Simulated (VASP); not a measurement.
Runs of VASP 6.6.1 on Ti. The structure is that of space group Fd-3m (No. 227), or close to it. The cells are those of the table. 

```tsv
task	cell	k mesh	cutoff (eV)	gap on the mesh (eV)	pressure (GPa)
single point	a = 3.913 Å, angles 60.0°, 2 atoms	10 × 10 × 10	520	none	(b)
single point	a = 3.913 Å, angles 60.0°, 2 atoms	11 × 11 × 11	520	none	0.1
single point	a = 3.750 Å, angles 60.0°, 2 atoms	11 × 11 × 11	520	none	5.6
single point	a = 4.015 Å, angles 60.0°, 2 atoms	11 × 11 × 11	520	none	-2.4
single point	a = 3.964 Å, angles 60.0°, 2 atoms	11 × 11 × 11	520	none	(a)
single point	a = 3.806 Å, angles 60.0°, 2 atoms	11 × 11 × 11	520	none	3.5
single point	a = 3.860 Å, angles 60.0°, 2 atoms	11 × 11 × 11	520	none	1.7
relaxation of cell and atoms	relaxed from a = 4.070 Å, angles 60.0°, 2 atoms	10 × 10 × 10	600	none	0.0
```

Alike in all rows: level PBEsol; potentials or basis VASP PAW PBE potentials, release 64 (Ti_sv); no spin polarisation; smearing fermi-dirac 0.1 eV.

Task: Estimate the missing entries.

Result: (a) -1.2; (b) 0.2.

Caveats: the PAW data sets were made with another functional, which shifts forces and pressure a little.

A gap of «none» marks levels without a gap at the run's occupations.
